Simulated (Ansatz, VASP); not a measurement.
Given: the input of a run of VASP 6.6.1 on ZrB2.

File INCAR:

```
ALGO = Normal ; EDIFF = 1E-6
ENCUT = 520 ; GGA = CA
ISIF = 2 ; ISMEAR = -1
LASPH = True ; LCHARG = False
LREAL = False ; LWAVE = False
NBANDS = 16 ; NELM = 80
PREC = Accurate ; SIGMA = 0.05
```

KPOINTS

```
k-points
0
Gamma
  10 10 8
```

POSCAR

```
ZrB2
1.0
    3.2321726471      0.0000000000      0.0000000000
   -1.6160863235      2.7991436218      0.0000000000
    0.0000000000      0.0000000000      3.6022921016
Zr B
1 2
Direct
    0.0000000000      0.0000000000      0.0000000000
    0.6666666667      0.3333333333      0.5000000000
    0.3333333333      0.6666666667      0.5000000000
```

Potentials or basis: VASP PAW LDA potentials, release 64 (Zr_sv, B).

The run is started by

```sh
$ cat potpaw_LDA.64/Zr_sv/POTCAR potpaw_LDA.64/B/POTCAR > POTCAR
$ mpirun -np 1 vasp_std > vasp.out
```

Translate it to Ansatz 0.2.0. Potentials there: Ansatz PAW.

As run (the cutoff follows the program's own potentials):

File input.yaml:

```yaml
crystal:
  lattice:
    - [3.2321726471, 0.0, 0.0]
    - [-1.6160863235, 2.7991436218, 0.0]
    - [0.0, 0.0, 3.6022921016]
  atoms:
    - { symbol: Zr, position: [0.0, 0.0, 0.0] }
    - { symbol: B, position: [0.6666666667, 0.3333333333, 0.5] }
    - { symbol: B, position: [0.3333333333, 0.6666666667, 0.5] }
hamiltonian:
  xc: lda
  pseudopotentials: { kind: paw }
kpoints:
  mp_grid: { grid: [10, 10, 8] }
scf:
  occupations: { method: fermi_dirac, width: 0.05 }
output:
  forces: true
  stress: true
  eigenvalues: true
```

Potentials or basis: Ansatz PAW.

Command:

```bash
$ ansatz run input.yaml --threads 2 --pin off --max-ram 5632MiB --backend cpu --events-out ev --progress --plain --runs-dir out
```

Both were run:

|  | VASP | Ansatz | Ansatz less VASP |
| --- | --- | --- | --- |
| gap on the k mesh at the Fermi level (eV) | none | none | - |
| pressure (GPa) | -20.1 | -20.5 | -0.37 |
| traceless stress, the component that is largest in VASP (GPa) | 1.38 | 1.36 | -0.019 |

LDA's correlation is that of Perdew and Zunger in VASP and of Perdew and Wang (1992) in Ansatz. A gap of «none» marks a metal or a gap that the smearing closes.
